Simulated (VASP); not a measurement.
A run of VASP 6.6.1:

Contents of INCAR:

```
ALGO = Normal
EDIFF = 1E-6
ENCUT = 500
GGA_COMPAT = F
ISIF = 2
ISMEAR = -1
LASPH = T
LCHARG = F
LREAL = F
LWAVE = F
NBANDS = 12
NELM = 120
PREC = Accurate
SIGMA = 0.05
```

File KPOINTS:

```
k-points
0
Gamma
  11 11 11
```

File POSCAR:

```
Ta
1.0
   -1.6271506964      1.6271506964      1.6271506964
    1.6271506964     -1.6271506964      1.6271506964
    1.6271506964      1.6271506964     -1.6271506964
Ta
1
Direct
    0.0000000000      0.0000000000      0.0000000000
```

Potentials or basis: VASP PAW LDA potentials, release 64 (Ta_pv).

The run is started by

```console
$ cat potpaw_LDA.64/Ta_pv/POTCAR > POTCAR
$ mpirun -np 1 vasp_std > vasp.out
```

Hardware: 1 thread of Intel Xeon 8259CL, on a shared host.

Problem. Estimate the wall time of this run.

Solution. Run time: 15 s on 1 thread of Intel Xeon 8259CL, with other jobs on the host, peak memory 0.13 GiB. Counts: scf iterations 10, k points 56.
